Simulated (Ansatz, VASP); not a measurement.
# MgH2Ir2 in VASP and in Ansatz

```
CELL_PARAMETERS angstrom
-1.89576 1.89576 4.25951
1.89576 -1.89576 4.25951
1.89576 1.89576 -4.25951
ATOMIC_POSITIONS crystal
Mg 0.00000 0.00000 0.00000
H 0.70153 0.70153 0.00000
H 0.29847 0.29847 0.00000
Ir 0.25000 0.75000 0.50000
Ir 0.75000 0.25000 0.50000
```

Change from the starting cell: species swapped into the DyGe2Pd2 type (I4/mmm, No. 139).

Alike in both runs: task relaxation of cell and atoms; functional PBE; k mesh 14 × 14 × 14; occupations gaussian, width 0.1 eV; no spin polarisation.

|  | VASP | Ansatz |
| --- | --- | --- |
| version | VASP 6.6.1 | Ansatz 0.2.0 |
| potentials or method | VASP PAW PBE potentials, release 64 (Mg, H, Ir), cutoff 600 eV | scalar-relativistic, plane waves, PAW |
| valence electrons in the cell | 22 | 46 |

|  | VASP | Ansatz | Ansatz less VASP |
| --- | --- | --- | --- |
| gap on the k mesh at the Fermi level, each at its own relaxed structure (eV) | none | none | - |
| relaxed volume (Å³/atom) | 12.26 | 12.26 | +0.002 |
| relaxed length of the cell vector where the two differ most in proportion (Å) | 5.022 | 5.027 | +0.0053 |

A gap of «none» marks a metal or a gap that the smearing closes. VASP's potentials hold 22 valence electrons a cell and Ansatz's 46, so a difference there can come from the potentials and not from the codes.

Spin-orbit coupling is off throughout.
